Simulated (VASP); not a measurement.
## BN: relaxation of cell and atoms with PBEsol

Crystal: BN.

```
CELL_PARAMETERS angstrom
2.50435 0.00000 0.00000
-1.25218 2.16883 0.00000
0.00000 0.00000 7.01587
ATOMIC_POSITIONS crystal
B 0.33333 0.66667 0.25000
B 0.66667 0.33333 0.75000
N 0.33333 0.66667 0.75000
N 0.66667 0.33333 0.25000
```

```
Program                : VASP 6.6.1
Task                   : relaxation of cell and atoms
Functional             : PBEsol
Potentials or basis    : VASP PAW PBE potentials, release 64 (B, N)
Cutoff                 : 600 eV
k mesh                 : 10 × 10 × 4
Occupations            : gaussian, width 0.01 eV
Spin                   : no spin polarisation
Target pressure        : 10 GPa
Dipole correction      : no
Further INCAR settings : ALGO = Normal; EDIFF = 1e-07; IBRION = 2; EDIFFG = -0.002; NSW = 100; ISIF = 3
```

| Item | Value |
| --- | --- |
| Relaxed volume | 7.60 Å³/atom |
| Relaxed cell | a = 2.488 Å, b = 2.488 Å, c = 5.675 Å, α = 90.00°, β = 90.00°, γ = 120.00° |
| Space group after relaxing (to 0.1 Å) | P6_3/mmc (No. 194) |
| Energy change on relaxing (the run minimises the enthalpy) | +36.7 meV/atom |
| Ionic steps | 12 |
| Pressure after relaxing | 10.0 GPa |
| Band gap on the k mesh | 3.98 eV (least direct gap 4.23 eV) |

Step by step:
```
step  energy change (eV)  largest force (eV/Å)  pressure (GPa)  volume (Å³)
   1              0.0000                0.0000            0.12        38.11
   2              0.2074                0.0000           22.81        34.96
   3              0.0466                0.0000           10.09        36.57
   4              0.0430                0.0000           10.08        35.26
   5              0.1057                0.0000           11.56        31.31
   6              0.2152                0.0000           13.77        29.47
   7              0.1563                0.0000           12.60        30.30
   8              0.1215                0.0000            0.29        31.32
   9              0.1411                0.0000            9.89        30.51
  10              0.1413                0.0000            9.94        30.51
  11              0.1432                0.0000            9.97        30.48
  12              0.1469                0.0000           10.01        30.42
```

Final structure:
```xyz
4
Lattice="2.4879 0.0000 0.0000 -1.2440 2.1546 0.0000 0.0000 0.0000 5.6746" Properties=species:S:1:pos:R:3 pbc="T T T"
B     0.0000    1.4364    1.4186
B     1.2440    0.7182    4.2559
N     0.0000    1.4364    4.2559
N     1.2440    0.7182    1.4186
```

Levels at points of the mesh, in eV from the valence-band top:
| k point | band 5 | band 6 | band 7 | band 8 | band 9 | band 10 | band 11 | band 12 |
| --- | --- | --- | --- | --- | --- | --- | --- | --- |
| (0.00, 0.00, 0.00) | -1.42 | -1.42 | -1.26 | -1.26 | 6.38 | 11.42 | 11.42 | 12.02 |
| (0.50, 0.00, 0.00) | -4.34 | -4.09 | -2.30 | -0.20 | 4.03 | 6.55 | 9.72 | 9.84 |
| (0.00, 0.00, 0.50) | -1.34 | -1.34 | -1.34 | -1.34 | 9.63 | 9.63 | 11.61 | 11.61 |
| (0.50, 0.00, 0.50) | -4.22 | -4.22 | -1.07 | -1.07 | 4.56 | 4.56 | 10.06 | 10.06 |

Run time: 4.6 min on 1 thread of Intel Xeon 8259CL (shared host), peak memory 0.16 GiB.

Caveat: the cell is relaxed towards a set pressure, so the run minimises the enthalpy, not the energy; the volume moved by over 15 % at a fixed basis, so the end points are rough; the PAW data sets were made with another functional, which shifts forces and pressure a little. A k mesh can miss the band edges.
